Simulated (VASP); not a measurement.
# Sn (C2/m) in VASP: single point with PBEsol

Aim: the single point of Sn with PBEsol.

Program: VASP 6.6.1. These are calculated values, not measurements. Logs are shortened: lines on timing, memory, paths and dates and some standing lists are left out, and cuts for length are marked.

## Step 1: The cell of the first run

Symmetry: C2/m, No. 12, monoclinic system. Conventional cell: a = 7.950 Å, b = 4.590 Å, c = 4.590 Å, α = 90.00°, β = 125.26°, γ = 90.00°. Within 3.5 Å of Sn (site symmetry m) lie 4 Sn at 2.64 to 2.99 Å.

## Step 2: Single point, PBEsol (atom 1 (Sn) moved by (-0.150, -0.150) A along x and z)

INCAR

```
PREC     = Accurate       # precision mode
ENCUT    = 500            # plane-wave cutoff, eV
EDIFF    = 1E-6           # SCF threshold, eV
ISMEAR   = 0              # smearing method
SIGMA    = 0.15           # smearing width, eV
LREAL    = False          # projectors in reciprocal space
LASPH    = True           # aspherical terms in the spheres
NELM     = 120            # most SCF steps
ALGO     = Normal         # electronic algorithm
ISIF     = 2              # what is computed and relaxed
LWAVE    = False          # write WAVECAR
LCHARG   = True           # write CHGCAR
GGA      = PS             # functional
LELF     = True           # ELF
LVHAR    = True         
NBANDS   = 21             # bands
GGA_COMPAT= False
```

KPOINTS

```
Automatic mesh
0
Gamma
  12 12 12
```

POSCAR

```
Sn
1.0
    0.0000000000      3.2456000000      3.2456000000
    3.2456000000      0.0000000000      3.2456000000
    3.2456000000      3.2456000000      0.0000000000
Sn
2
Direct
    0.5000000000      0.4537835839      0.5000000000
    0.7500000000      0.7500000000      0.7500000000
```

Potentials or basis: VASP PAW PBE potentials, release 64 (Sn_d).

Started as:

```
> cat potpaw_PBE.64/Sn_d/POTCAR > POTCAR
> mpirun -np 1 vasp_std > vasp.out
```

OUTCAR:

```text
PREC = Accurate
   ENCUT = 500
   EDIFF = 1E-6
   ISMEAR = 0
   LREAL = False
   LASPH = True
   NELM = 120
   ISIF = 2
   GGA = PS

 ion  position               nearest neighbor table
   1  0.500  0.454  0.500-   2 2.64   2 2.82   2 2.82   2 2.99
   2  0.750  0.750  0.750-   1 2.64   1 2.82   1 2.82   1 2.99

  LATTYP: Found a face centered cubic cell.
 ALAT       =     6.4912000000

  Lattice vectors:

 A1 = (   0.0000000000,   3.2456000000,   3.2456000000)
 A2 = (   3.2456000000,   0.0000000000,   3.2456000000)
 A3 = (   3.2456000000,   3.2456000000,   0.0000000000)

Analysis of symmetry for initial positions (statically):
=====================================================================
 Subroutine PRICEL returns:
 Original cell was already a primitive cell.

 Routine SETGRP: Setting up the symmetry group for a
 face centered cubic supercell.

 Subroutine GETGRP returns: Found  4 space group operations
 (whereof  2 operations were pure point group operations)
 out of a pool of 48 trial point group operations.

The static configuration has the point symmetry C_1h.
 The point group associated with its full space group is C_2h.

Analysis of symmetry for dynamics (positions and initial velocities):
=====================================================================
 Subroutine PRICEL returns:
 Original cell was already a primitive cell.

 Routine SETGRP: Setting up the symmetry group for a
 face centered cubic supercell.

 Subroutine GETGRP returns: Found  4 space group operations
 (whereof  2 operations were pure point group operations)
 out of a pool of 48 trial point group operations.

The dynamic configuration has the point symmetry C_1h.
 The point group associated with its full space group is C_2h.

 Subroutine INISYM returns: Found  4 space group operations
 (whereof  2 operations are pure point group operations),
 and found     1 'primitive' translations

----------------------------------------------------------------------------------------

                                     Primitive cell

  volume of cell :      68.3778

  direct lattice vectors                    reciprocal lattice vectors
     0.000000000  3.245600000  3.245600000    -0.154054720  0.154054720  0.154054720
     3.245600000  0.000000000  3.245600000     0.154054720 -0.154054720  0.154054720
     3.245600000  3.245600000  0.000000000     0.154054720  0.154054720 -0.154054720

  length of vectors
     4.589971538  4.589971538  4.589971538     0.266830603  0.266830603  0.266830603

  position of ions in fractional coordinates (direct lattice)
     0.500000000  0.453783584  0.500000000
     0.750000000  0.750000000  0.750000000

  ion indices of the primitive-cell ions
   primitive index   ion index
                 1           1
                 2           2

----------------------------------------------------------------------------------------

 KPOINTS: Automatic mesh

Automatic generation of k-mesh.
 Grid dimensions read from file:
 generate k-points for:   12   12   12

 Generating k-lattice:

  Cartesian coordinates                     Fractional coordinates (reciprocal lattice)
    -0.012837893  0.012837893  0.012837893     0.083333333  0.000000000  0.000000000
     0.012837893 -0.012837893  0.012837893     0.000000000  0.083333333  0.000000000
     0.012837893  0.012837893 -0.012837893     0.000000000  0.000000000  0.083333333

  Length of vectors
     0.022235884  0.022235884  0.022235884

  Shift w.r.t. Gamma in fractional coordinates (k-lattice)
     0.000000000  0.000000000  0.000000000

 Subroutine IBZKPT returns following result:
 ===========================================

 Found    476 irreducible k-points:

 Following reciprocal coordinates:
            Coordinates               Weight
  0.000000  0.000000  0.000000      1.000000
  0.083333  0.000000  0.000000      4.000000
  0.000000  0.083333  0.000000      2.000000
  0.083333  0.083333  0.083333      2.000000
  0.166667  0.000000  0.000000      4.000000
  0.000000  0.166667  0.000000      2.000000
[... 16 lines left out ...]
  0.000000  0.166667  0.083333      4.000000
  0.083333  0.000000  0.166667      4.000000
 [... further k-points ...]
   k-points           NKPTS =    476   k-points in BZ     NKDIM =    476   number of bands    NBANDS=     21
   number of dos      NEDOS =    301   number of ions     NIONS =      2
   total plane-waves  NPLWV =  46656
   dimension x,y,z NGX =    36 NGY =   36 NGZ =   36
   dimension x,y,z NGXF=    72 NGYF=   72 NGZF=   72
   ions per type =               2
   NGX,Y,Z   is equivalent  to a cutoff of  13.04, 13.04, 13.04 a.u.
   NGXF,Y,Z  is equivalent  to a cutoff of  26.08, 26.08, 26.08 a.u.
 SYSTEM =  unknown system
   PREC   = accura    normal or accurate (medium, high low for compatibility)
   ISTART =      0    job   : 0-new  1-cont  2-samecut
   ICHARG =      2    charge: 1-file 2-atom 10-const
   ISPIN  =      1    spin polarized calculation?
   LNONCOLLINEAR =      F non collinear calculations
   LSORBIT =      F    spin-orbit coupling
   LASPH  =      T    aspherical Exc in radial PAW
   ENCUT  =  500.0 eV  36.75 Ry    6.06 a.u.   8.37  8.37  8.37*2*pi/ulx,y,z
   NELM   =    120;   NELMIN=  2; NELMDL= -5     # of ELM steps
   EDIFF  = 0.1E-05   stopping-criterion for ELM
   LREAL  =      F    real-space projection
   EDIFFG = 0.1E-04   stopping-criterion for IOM
   NSW    =      0    number of steps for IOM
   IBRION =     -1    ionic relax: 0-MD 1-quasi-New 2-CG
   NFREE  =      0    steps in history (QN), initial steepest desc. (CG)
   ISIF   =      2    stress and relaxation
   ISYM   =      2    0-nonsym 1-usesym 2-fastsym
   POTIM  = 0.5000    time-step for ionic-motion
   TEBEG  =    0.0;   TEEND  =   0.0 temperature during run
   PSTRESS=    0.0 pullay stress
   NELECT =      28.0000    total number of electrons
   NUPDOWN=      -1.0000    fix difference up-down
   EMIN   =  10.00;   EMAX   =-10.00  energy-range for DOS
   EFERMI =   0.00;   METHOD = LEGACY
   ISMEAR =     0;   SIGMA  =   0.15  broadening in eV -4-tet -1-fermi 0-gaus
   EFERMI_NEDOS =   21; number of points for ismear=-14 and -15
   IALGO  =     38    algorithm
   IMIX   =      4    mixing-type and parameters
     AMIX     =   0.40;   BMIX     =  1.00
     AMIX_MAG =   1.60;   BMIX_MAG =  1.00
  volume/ion in A,a.u.               =      34.19       230.72
  Fermi-wavevector in a.u.,A,eV,Ry     =   1.215689  2.297319 20.108049  1.477900
  Thomas-Fermi vector in A             =   2.351068
   LORBIT       =      0    0 simple, 1 ext, 2 COOP (PROOUT), +10 PAW based schemes
   GGA     = PS    functional components
   LHFCALC =     F    Hartree Fock is set to
   AEXX    =    0.0000 exact exchange contribution
   IVDW    =     0    specifies the selected vdW correction
   LEPSILON=     F    determine dielectric tensor
   LRPA    =     F    only Hartree local field effects (RPA)
 non-spin polarized calculation
 Gauss-broadening in eV      SIGMA  =   0.15
  energy-cutoff  :      500.00
  volume of cell :       68.38
 maximum number of plane-waves:      1807
 NGX is ok and might be reduce to    36
   NGX = 17   NGY = 17   NGZ = 17

 number of electron      28.0000000 magnetization

 Free energy of the ion-electron system (eV)
  ---------------------------------------------------
  ext. energy  EPLUGINS =         0.00000000
  ---------------------------------------------------
  free energy    TOTEN  =        -8.28499990 eV

  energy without entropy =       -8.28342486  energy(sigma->0) =       -8.28421238

 E-fermi :   5.6371     XC(G=0):  -9.0670

 val. band max:        5.6025598490   @ k =   0.0000   0.0000   0.0000
 cond. band min:       5.6759214137   @ k =  -0.1667   0.0833   0.0000
 fundamental gap:      0.0733615647
 Fermi energy:         5.6370772704

 k-point     1 :       0.0000    0.0000    0.0000
  band No.  band energies     occupation
      1     -16.2583      2.00000
      2     -16.1343      2.00000
      3     -16.1068      2.00000
      4     -16.0989      2.00000
      5     -16.0956      2.00000
      6     -15.8066      2.00000
[... 13 lines left out ...]
     20      13.4473      0.00000
     21      13.4600      0.00000

 k-point     2 :       0.0833    0.0000    0.0000
  band No.  band energies     occupation
      1     -16.2625      2.00000
      2     -16.1387      2.00000
      3     -16.1124      2.00000
      4     -16.0895      2.00000
      5     -16.0873      2.00000
      6     -15.8095      2.00000
[... 13 lines left out ...]
     20      12.7574      0.00000
     21      12.8555      0.00000

 k-point     3 :       0.0000    0.0833    0.0000
  band No.  band energies     occupation
      1     -16.2614      2.00000
      2     -16.1540      2.00000
      3     -16.1278      2.00000
      4     -16.0749      2.00000
      5     -16.0739      2.00000
      6     -15.8184      2.00000
[... 13 lines left out ...]
     20      12.6940      0.00000
     21      12.7659      0.00000

 k-point     4 :       0.0833    0.0833    0.0833
  band No.  band energies     occupation
      1     -16.2592      2.00000
      2     -16.1364      2.00000
      3     -16.1049      2.00000
      4     -16.0936      2.00000
      5     -16.0916      2.00000
      6     -15.8108      2.00000
[... 13 lines left out ...]
     20      12.8575      0.00000
     21      12.8974      0.00000

 k-point     5 :       0.1667    0.0000    0.0000
  band No.  band energies     occupation
      1     -16.2723      2.00000
      2     -16.1461      2.00000
      3     -16.1187      2.00000
      4     -16.0757      2.00000
      5     -16.0689      2.00000
      6     -15.8194      2.00000
[... 13 lines left out ...]
     20      12.3404      0.00000
     21      12.4082      0.00000
[... 382 lines left out ...]
     20      12.1350      0.00000
     21      13.5269      0.00000

 k-point    22 :       0.1667    0.0833    0.0000
  band No.  band energies     occupation
      1     -16.2700      2.00000
      2     -16.1353      2.00000
      3     -16.1060      2.00000
      4     -16.0895      2.00000
      5     -16.0767      2.00000
      6     -15.8232      2.00000
[... 13 lines left out ...]
     20      11.8548      0.00000
     21      13.1117      0.00000

 k-point    23 :       0.0000    0.1667    0.0833
  band No.  band energies     occupation
      1     -16.2665      2.00000
      2     -16.1699      2.00000
      3     -16.1375      2.00000
      4     -16.0605      2.00000
      5     -16.0479      2.00000
      6     -15.8443      2.00000
[... 13 lines left out ...]
     20      11.7686      0.00000
     21      12.9653      0.00000

 k-point    24 :       0.0833    0.0000    0.1667
  band No.  band energies     occupation
      1     -16.2711      2.00000
      2     -16.1602      2.00000
      3     -16.1259      2.00000
      4     -16.0659      2.00000
      5     -16.0560      2.00000
      6     -15.8412      2.00000
[... 13 lines left out ...]
     20      11.7061      0.00000
     21      13.1037      0.00000

 [... further k-points ...]

------------------------ aborting loop because EDIFF is reached ----------------------------------------

  FORCE on cell =-STRESS in cart. coord.  units (eV):
  Direction    XX          YY          ZZ          XY          YZ          ZX
  --------------------------------------------------------------------------------------
  -------------------------------------------------------------------------------------
  Total        0.6496435      0.9009356      0.6496435     -1.3876300     -1.3876301      0.3833064
  in kB       15.2219646     21.1100540     15.2219646    -32.5139163    -32.5139177      8.9813503
  external PRESSURE =      17.1846611 kB  Pullay stress =       0.0000000 kB

 VOLUME and BASIS-vectors are now :
 -----------------------------------------------------------------------------
  energy-cutoff  :      500.00
  volume of cell :       68.38
      direct lattice vectors                 reciprocal lattice vectors
     0.000000000  3.245600000  3.245600000    -0.154054720  0.154054720  0.154054720
     3.245600000  0.000000000  3.245600000     0.154054720 -0.154054720  0.154054720
     3.245600000  3.245600000  0.000000000     0.154054720  0.154054720 -0.154054720

 POSITION                                       TOTAL-FORCE (eV/Angst)
 -----------------------------------------------------------------------------------
      3.09560      3.24560      3.09560         1.196400     -0.439059      1.196400
      4.86840      4.86840      4.86840        -1.196400      0.439059     -1.196400
 -----------------------------------------------------------------------------------
    total drift:                               -0.000030     -0.000006     -0.000030

  FREE ENERGIE OF THE ION-ELECTRON SYSTEM (eV)
  ---------------------------------------------------
  free  energy   TOTEN  =        -8.2849998981 eV

  energy  without entropy=       -8.2834248628  energy(sigma->0) =       -8.28421238
```

It took 6 min on 1 thread of Oxide Virtual Turin-like, shared host; peak memory 0.57 GiB.

Results:

* Free energy: -8.2850 eV
* Pressure: 1.7 GPa
* Largest force: 1.748 eV/Å
* Band gap on the k mesh: zero (bands 14 and 15 overlap by 0.92 eV)

Forces in eV/Å, atoms in the order of the input:
```
Sn   1.196 -0.439  1.196
Sn  -1.196  0.439 -1.196
```

Stress tensor (GPa, compression positive):
```
 1.52 -3.25  0.90
-3.25  2.11 -3.25
 0.90 -3.25  1.52
```

Caveat: the cell differs from its parent crystal (atom 1 (Sn) moved by (-0.150, -0.150) A along x and z); the PAW data sets were made with another functional, which shifts forces and pressure a little; spin-orbit coupling is left out, which moves the levels of the heavy elements.

The gap in the log of VASP goes by the Fermi energy; the results here count the filled bands.